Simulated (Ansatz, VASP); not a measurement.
## BP: VASP beside Ansatz

```
B P
1.0
     0.00000    2.24538    2.24538
     2.24538    0.00000    2.24538
     2.24538    2.24538    0.00000
B P
1 1
Direct
  0.00000 0.00000 0.00000
  0.25000 0.25000 0.25000
```

Alike in both runs: functional LDA; k mesh 8 × 8 × 8; occupations gaussian, width 0.02 eV; no spin polarisation.

Ansatz relaxed the structure, and its values are those at the end. VASP's run is a single point on that final structure, the one shown.

|  | VASP | Ansatz |
| --- | --- | --- |
| version | VASP 6.6.1 | Ansatz 0.2.0 |
| potentials or method | VASP PAW LDA potentials, release 64 (B, P), cutoff 500 eV | scalar-relativistic, plane waves, PAW |
| valence electrons in the cell | 8 | 8 |

```csv
,VASP,Ansatz,Ansatz less VASP
gap on the k mesh at the Fermi level (eV),1.18,1.18,-0.001
least direct gap on the mesh (eV),3.43,3.43,-0.003
pressure (GPa),-0.1,0.0,+0.12
```

Ansatz warns that its potentials were made for another functional, while VASP's fit it. LDA's correlation is that of Perdew and Zunger in VASP and of Perdew and Wang (1992) in Ansatz.
